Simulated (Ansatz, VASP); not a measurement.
# Ca: VASP beside Ansatz

INCAR

```
ALGO = Normal
EDIFF = 1E-8
ENCUT = 520
GGA = PE
ISIF = 2
ISMEAR = -1
LASPH = True
LCHARG = False
LEFG = True
LREAL = False
LWAVE = False
NBANDS = 17
NELM = 60
PREC = Accurate
SIGMA = 0.08
```

Contents of KPOINTS:

```
k-points
0
Gamma
  11 11 6
```

Contents of POSCAR:

```
Ca
1.0
    3.9799995206      0.0000000000      0.0000000000
   -1.9899997603      3.4467806919      0.0000000000
    0.0000000000      0.0000000000      6.5200000000
Ca
2
Direct
    0.3893811924      0.7076965472      0.2500000000
    0.6666666667      0.3333333333      0.7500000000
```

Input for Ansatz:

```yaml
crystal:
  lattice:
    - [3.9799995206, 0.0, 0.0]
    - [-1.9899997603, 3.4467806919, 0.0]
    - [0.0, 0.0, 6.52]
  atoms:
    - { symbol: Ca, position: [0.3893811924, 0.7076965472, 0.25] }
    - { symbol: Ca, position: [0.6666666667, 0.3333333333, 0.75] }
kpoints:
  mp_grid: { grid: [11, 11, 6] }
scf:
  occupations: { method: fermi_dirac, width: 0.08 }
hamiltonian:
  xc: pbe
  pseudopotentials: { kind: all_electron, datasets: crystal }
output:
  forces: true
  stress: true
  eigenvalues: true
  efg: { contact_densities: true }
```

Alike in both runs: task electric field gradients; functional PBE; k mesh 11 × 11 × 6; occupations fermi-dirac, width 0.08 eV; no spin polarisation.

|  | VASP | Ansatz |
| --- | --- | --- |
| version | VASP 6.6.1 | Ansatz 0.2.0 |
| potentials or method | VASP PAW PBE potentials, release 64 (Ca_sv), cutoff 520 eV | all-electron PAW with datasets made for the crystal, scalar-relativistic |

Ansatz gave:

* pressure (GPa): -0.8
* traceless stress, the component that is largest in VASP (GPa): -0.27
* rms of the force components (eV/Å): 0.036
* size of Vzz on the site where it differs most (V/Å²): 2.7

Task: Estimate VASP's values.

Result: Pressure (GPa): -0.8; traceless stress, the component that is largest in VASP (GPa): -0.27; rms of the force components (eV/Å): 0.036; size of Vzz on the site where it differs most (V/Å²): 2.8.

Atom by atom the forces differ by 0.000 eV/Å (rms over components). Ansatz ran all-electron here, and VASP with PAW potentials.
